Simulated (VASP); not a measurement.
## Ta6Ti7N13: single point with PBE

The system is Ta6Ti7N13.

```
Ti N Ta
1.0
     6.31130    0.03251   -0.12785
     0.03251    6.62876   -0.20647
    -0.12785   -0.20647    6.82175
Ti N Ta
7 13 6
Direct
  0.85258 0.00903 0.41272
  0.81351 0.38261 0.19849
  0.65480 0.32028 0.77913
  0.08135 0.32009 0.57349
  0.08105 0.05758 0.82220
  0.27804 0.45909 0.89944
  0.30722 0.69743 0.62639
  0.94411 0.39391 0.84762
  0.75090 0.33382 0.47122
  0.34137 0.23278 0.72277
  0.53804 0.62351 0.81062
  0.25413 0.47010 0.39962
  0.91865 0.09104 0.12328
  0.50420 0.32344 0.07639
  0.14361 0.97689 0.48743
  0.14499 0.74710 0.84502
  0.40509 0.92142 0.18986
  0.13644 0.48681 0.20914
  0.75627 0.99245 0.70376
  0.77621 0.72582 0.24981
  0.47962 0.63765 0.27045
  0.66649 0.90993 0.98036
  0.06112 0.78794 0.11532
  0.82680 0.67209 0.67173
  0.22313 0.18158 0.21090
  0.46304 0.02559 0.52334
```

| Quantity | Value |
| --- | --- |
| Program | VASP 6.6.1 |
| Task | single point |
| Functional | PBE |
| Potentials or basis | VASP PAW PBE potentials, release 64 (Ti_sv, N, Ta_pv) |
| Cutoff | 520 eV |
| k mesh | 1 × 1 × 1, shifted |
| Occupations | fermi-dirac, width 0.05 eV |
| Spin | no spin polarisation |

* Pressure: 9.2 GPa
* Largest force: 2.733 eV/Å
* Band gap on the k mesh: zero (an odd number of electrons rules out a gap without spin polarisation)

Forces in eV/Å, atoms in the order of the input:
```
Ti   0.503  0.144 -0.437
Ti   0.387 -0.629  0.140
Ti   0.258 -0.405 -0.380
Ti  -0.598  0.311 -0.777
Ti  -0.855 -1.081 -0.049
Ti  -0.762  0.147  2.620
Ti  -0.252  0.172 -1.425
N    0.902 -0.037 -0.119
N   -0.488  0.359  0.274
N   -0.209 -0.714 -0.025
N    1.301 -0.393  0.131
N    0.163  0.391 -0.458
N   -0.012 -0.899 -0.852
N    0.726  0.794  0.261
N   -0.890  0.191 -0.306
N   -0.701  0.688 -0.544
N   -0.072 -0.331 -0.019
N    0.236  1.523 -0.641
N   -0.078  0.029  0.286
N    1.231  0.035 -0.689
Ta   0.137 -0.560 -1.086
Ta  -1.338  0.248  0.561
Ta  -0.166 -0.149  1.053
Ta  -0.685 -0.850  1.376
Ta   1.726  0.264  0.196
Ta  -0.464  0.750  0.908
```

Stress tensor (GPa, compression positive):
```
12.55 -1.33 -4.34
-1.33  4.72 -4.94
-4.34 -4.94 10.45
```

Levels at points of the mesh, in eV from the Fermi level:
```csv
k point,band 104,band 105,band 106,band 107,band 108,band 109,band 110,band 111,band 112,band 113
"(0.25, 0.25, 0.25)",-0.85,-0.56,-0.48,-0.24,0.00,0.29,0.47,0.54,0.65,0.87
```

Wall time 3.2 min on 1 thread of Intel(R) Xeon(R) Platinum 8259CL CPU @ 2.50GHz (Skylake/Cascade Lake) (shared host), peak memory 0.35 GiB.

Caveat: the atoms stand as in a frame of molecular dynamics; spin-orbit coupling is left out, which moves the levels of the heavy elements.
